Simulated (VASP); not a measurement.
# I: single point with PBE+D3(BJ)

I:

```
I
1.0
     0.00000    2.39673    3.96129
     2.22109    0.00000    3.96129
     2.22109    2.39673    0.00000
I
1
Direct
  0.00000 0.00000 0.00000
```

```json
{
 "Program": "VASP 6.6.1",
 "Task": "single point",
 "Functional": "PBE",
 "Dispersion": "D3(BJ)",
 "Potentials or basis": "VASP PAW PBE potentials, release 64 (I)",
 "Cutoff": "520 eV",
 "k mesh": "9 × 9 × 9",
 "Occupations": "fermi-dirac, width 0.05 eV",
 "Spin": "no spin polarisation",
 "Dipole correction": "no",
 "Further INCAR settings": "ALGO = Normal; EDIFF = 1e-07; NBANDS = 10"
}
```

| Quantity | Value |
| --- | --- |
| Pressure | -1.8 GPa |
| Band gap on the k mesh | zero (an odd number of electrons rules out a gap without spin polarisation) |
| Dispersion energy per atom | -0.304 eV |

Stress tensor (GPa, compression positive):
```
-2.03  0.00  0.00
 0.00 -2.47  0.00
 0.00  0.00 -0.86
```

Levels at points of the mesh, in eV from the Fermi level:
```csv
k point,band 1,band 2,band 3,band 4,band 5,band 6,band 7,band 8
"(0.00, 0.00, 0.00)",-13.63,-1.82,0.72,0.98,4.63,7.53,8.12,12.06
```

Wall time 58 s on 1 thread of Intel Xeon 8259CL, on a shared host, peak memory 0.21 GiB.

Caveat: spin-orbit coupling is left out, which moves the levels of the heavy elements; an odd number of electrons without spin polarisation forces a metal; a magnetic or distorted state may lie lower.
